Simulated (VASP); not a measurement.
Wanted: the native input for a VASP 6.6.1 run.

```yaml
Task: single point
Functional: r2SCAN
Potentials_or_basis: VASP PAW PBE potentials, release 64 (Hf_pv, O)
Cutoff: 520 eV
k_mesh: 6 × 6 × 8
Occupations: gaussian, width 0.05 eV
Spin: no spin polarisation
Dipole_correction: no
Further_INCAR_settings: ALGO = Normal; EDIFF = 1e-07; NBANDS = 31
```

HfO2:

```
Hf O
1.0
     4.83820    0.00000    0.00000
     0.00000    4.83820    0.00000
     0.00000    0.00000    3.22035
Hf O
2 4
Direct
  0.00000 0.00000 0.01553
  0.50000 0.50000 0.48447
  0.19492 0.80508 0.50545
  0.30508 0.30508 0.99455
  0.69492 0.69492 0.99455
  0.80508 0.19492 0.50545
```

This cell differs from its parent crystal: atoms displaced along a vibrational mode.

One way to write it, as run:

POSCAR

```
HfO2
1.0
    4.8382036345      0.0000000000      0.0000000000
    0.0000000000      4.8382036345      0.0000000000
    0.0000000000      0.0000000000      3.2203479159
Hf O
2 4
Direct
    0.0000000000      0.0000000000      0.0155262727
    0.5000000000      0.5000000000      0.4844737273
    0.1949191830      0.8050808170      0.5054533232
    0.3050808170      0.3050808170     -0.0054533232
    0.6949191830      0.6949191830     -0.0054533232
    0.8050808170      0.1949191830      0.5054533232
```

INCAR.step1

```
SYSTEM = HfO2
  ALGO = Normal
  EDIFF = 1E-4
  ENCUT = 520
  GGA = PE
  ISMEAR = 0
  LASPH = .TRUE.
  LCHARG = .FALSE.
  LREAL = .FALSE.
  LWAVE = .TRUE.
  NBANDS = 31
  NELM = 60
  PREC = Accurate
  SIGMA = 0.05
```

INCAR.step2

```
SYSTEM = HfO2
  ALGO = Normal
  EDIFF = 1E-7
  ENCUT = 520
  ISIF = 2
  ISMEAR = 0
  ISTART = 1
  LASPH = .TRUE.
  LCHARG = .FALSE.
  LMIXTAU = .TRUE.
  LREAL = .FALSE.
  LWAVE = .FALSE.
  METAGGA = R2SCAN
  NBANDS = 31
  NELM = 60
  PREC = Accurate
  SIGMA = 0.05
```

KPOINTS

```
k-points
0
G
  6 6 8
  0 0 0
```

Potentials or basis: VASP PAW PBE potentials, release 64 (Hf_pv, O).

Run with:

```bash
$ cat potpaw_PBE.64/Hf_pv/POTCAR potpaw_PBE.64/O/POTCAR > POTCAR
$ cp INCAR.step1 INCAR
$ mpirun -np 1 vasp_std > vasp.out
$ cp INCAR.step2 INCAR
$ mpirun -np 1 vasp_std > vasp.out
```

Results of the run:

```yaml
Pressure: -3.1 GPa
Largest_force: 0.306 eV/Å
Band_gap_on_the_k_mesh: 4.48 eV
```

Caveat: the cell differs from its parent crystal (atoms displaced along a vibrational mode); the cell stands under tension; the PAW data sets were made with another functional, which shifts forces and pressure a little; spin-orbit coupling is left out, which moves the levels of the heavy elements.

Wall time 5.1 min on 1 thread of AMD EPYC 9R14 (Zen 4) (shared host), peak memory 0.21 GiB.
